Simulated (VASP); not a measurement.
Input of a VASP 6.6.1 run:

The input INCAR:

```
PREC     = Accurate       # precision mode
ENCUT    = 520            # plane-wave cutoff, eV
EDIFF    = 1E-7           # SCF threshold, eV
ISMEAR   = -1             # smearing method
SIGMA    = 0.05           # smearing width, eV
LREAL    = F              # projectors in reciprocal space
LASPH    = T              # aspherical terms in the spheres
NELM     = 60             # most SCF steps
ALGO     = Fast           # electronic algorithm
ISIF     = 2              # what is computed and relaxed
LWAVE    = F              # write WAVECAR
LCHARG   = F              # write CHGCAR
GGA      = PE             # functional
NBANDS   = 15             # bands
```

KPOINTS

```
Automatic mesh
0
Gamma
  8 8 8
```

The input POSCAR:

```
Al2Pt
1.0
    0.0000000000      2.9550000000      2.9550000000
    2.9550000000      0.0000000000      2.9550000000
    2.9550000000      2.9550000000      0.0000000000
Pt Al
1 2
Direct
    0.0000000000      0.0000000000      0.0000000000
    0.7500000000      0.7500000000      0.7500000000
    0.2500000000      0.2500000000      0.2500000000
```

Potentials or basis: VASP PAW PBE potentials, release 64 (Pt, Al).

Command:

```bash
$ cat potpaw_PBE.64/Pt/POTCAR potpaw_PBE.64/Al/POTCAR > POTCAR
$ mpirun -np 1 vasp_std > vasp.out
```

(1) Estimate the band gap on the k mesh.

(2) Estimate the pressure.

Results:

(1) zero (band 8 reaches 11.72 eV, above the bottom of band 9 at 6.29 eV).

(2) 2.3 GPa.

Caveat: spin-orbit coupling is left out, which moves the levels of the heavy elements.
